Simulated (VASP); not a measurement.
Input of a VASP 6.6.1 run:

INCAR

```
  ALGO = Normal
  EDIFF = 1E-6
  ENCUT = 520
  GGA = PS
  ISIF = 2
  ISMEAR = -1
  LASPH = True
  LCHARG = False
  LREAL = False
  LWAVE = False
  NBANDS = 12
  NELM = 60
  PREC = Accurate
  SIGMA = 0.05
```

Contents of KPOINTS:

```
k-points
0
Gamma
  8 8 8
```

Contents of POSCAR:

```
La
1.0
   -2.0813544496      2.0813544496      2.1238310710
    2.0813544496     -2.0813544496      2.1238310710
    2.0813544496      2.0813544496     -2.1238310710
La
1
Direct
    0.0000000000      0.0000000000      0.0000000000
```

Potentials or basis: VASP PAW PBE potentials, release 64 (La).

The run is started by

```bash
$ cat potpaw_PBE.64/La/POTCAR > POTCAR
$ mpirun -np 1 vasp_std > vasp.out
```

Question: What does it give for the pressure?

Answer: -1.6 GPa.

Stress tensor (GPa, compression positive):
```
-1.91  0.00  0.00
 0.00 -1.91  0.00
 0.00  0.00 -1.09
```

Caveat: the PAW data sets were made with another functional, which shifts forces and pressure a little.
